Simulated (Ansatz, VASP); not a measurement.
# One calculation of AlN, two programs

File INCAR:

```
ALGO = Normal
EDIFF = 1E-6
EDIFFG = -0.01
ENCUT = 520
GGA = PE
IBRION = 2
ISIF = 2
ISMEAR = 0
LASPH = True
LCHARG = False
LREAL = False
LWAVE = False
NELM = 80
NSW = 50
PREC = Accurate
SIGMA = 0.05
```

KPOINTS

```
k-points
0
Gamma
  9 9 6
```

File POSCAR:

```
AlN
1.0
    3.1612000000      0.0000000000      0.0000000000
   -1.5806000000      2.7376795064      0.0000000000
    0.0000000000      0.0000000000      5.2176000000
Al N
2 2
Direct
    0.3333333333      0.6666666667      0.0017290859
    0.6666666667      0.3333333333      0.5017290859
    0.3333333333      0.6666666667      0.3832709141
    0.6666666667      0.3333333333      0.8832709141
```

Input for Ansatz:

```yaml
crystal:
  lattice:
    - [3.1612, 0.0, 0.0]
    - [-1.5806, 2.7376795064, 0.0]
    - [0.0, 0.0, 5.2176]
  atoms:
    - { symbol: Al, position: [0.3333333333, 0.6666666667, 0.0017290859] }
    - { symbol: Al, position: [0.6666666667, 0.3333333333, 0.5017290859] }
    - { symbol: "N", position: [0.3333333333, 0.6666666667, 0.3832709141] }
    - { symbol: "N", position: [0.6666666667, 0.3333333333, 0.8832709141] }
basis:
  ecutwfc: 520.0
kpoints:
  mp_grid: { grid: [9, 9, 6] }
hamiltonian:
  xc: pbe
  pseudopotentials: { kind: paw, azcp: { folder: soft_1 } }
scf:
  occupations: { method: gaussian, width: 0.05 }
output:
  forces: true
  stress: true
  eigenvalues: true
  write_density: true
  write_potential: true
  elf: true
  volumetric_format: npy
relax:
  adjacent_minimum: "off"
  f_tol: 0.01
  max_steps: 30
```

Alike in both runs: task relaxation of the atoms; functional PBE; k mesh 9 × 9 × 6; occupations gaussian, width 0.05 eV; no spin polarisation.

```csv
,VASP,Ansatz
version,VASP 6.6.1,Ansatz 0.2.0
potentials or method,"VASP PAW PBE potentials, release 64 (Al, N), cutoff 520 eV","scalar-relativistic, plane waves, PAW"
valence electrons in the cell,16,16
```

```tsv
	VASP	Ansatz	Ansatz less VASP
gap on the k mesh at the Fermi level, each at its own relaxed structure (eV)	3.62	3.62	-0.005
```

Ansatz's warnings: stress scf threshold loose.
